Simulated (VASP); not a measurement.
Runs of VASP 6.6.1 on AlN. The structure is that of space group Cmcm (No. 63), or close to it. The cells are those of the table. 

```csv
cell,gap on the mesh (eV),pressure (GPa),largest force (eV/Å)
"a = 2.860, b = 2.860, c = 4.044 Å, 4 atoms",(b),-5.3,0.95
"a = 2.789, b = 2.789, c = 3.944 Å, 4 atoms",5.02,16.7,0.87
"a = 2.884, b = 2.884, c = 4.078 Å, 4 atoms",4.14,-10.9,1.12
"a = 2.813, b = 2.813, c = 3.978 Å, 4 atoms",4.85,(a),1.38
"a = 2.907, b = 2.907, c = 4.111 Å, 4 atoms",3.91,-16.3,1.05
```

Alike in all rows: task single point; level LDA; potentials or basis VASP PAW LDA potentials, release 64 (Al, N); no spin polarisation; k mesh 8 × 8 × 6; cutoff (eV) 520; smearing gaussian 0.05 eV.

Fill in the values left out.

(a) 9.2; (b) 4.40.

Caveats: forces of over 1 eV/Å act on the atoms, so gaps and moduli don't describe the material at rest (some runs).

A k mesh can miss the band edges.
